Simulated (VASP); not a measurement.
A run of VASP 6.6.1:

The input INCAR:

```
  ALGO = Normal
  EDIFF = 1E-6
  ENCUT = 520
  GGA = PE
  ISIF = 2
  ISMEAR = -1
  LASPH = T
  LCHARG = F
  LREAL = F
  LWAVE = F
  NBANDS = 17
  NELM = 100
  PREC = Accurate
  SIGMA = 0.02
```

File KPOINTS:

```
k-points
0
Gamma
  6 6 6
```

File POSCAR:

```
SnTe
1.0
    3.9002524308      0.0000000000      0.0000000000
    0.0000000000      3.9002524308      0.0000000000
    0.0000000000      0.0000000000      3.9002524308
Sn Te
1 1
Direct
    0.0000000000      0.0000000000      0.0000000000
    0.5000000000      0.5000000000      0.5000000000
```

Potentials or basis: VASP PAW PBE potentials, release 64 (Sn_d, Te).

The run is started by

```bash
$ cat potpaw_PBE.64/Sn_d/POTCAR potpaw_PBE.64/Te/POTCAR > POTCAR
$ mpirun -np 1 vasp_std > vasp.out
```

Hardware: 1 thread of AMD EPYC 7R13, on a shared host.

Problem. How long does it take, and how much memory?

Solution. It took 34 s on 1 thread of AMD EPYC 7R13, with other jobs on the host, peak memory 0.15 GiB. Counts: scf iterations 12, k points 20.
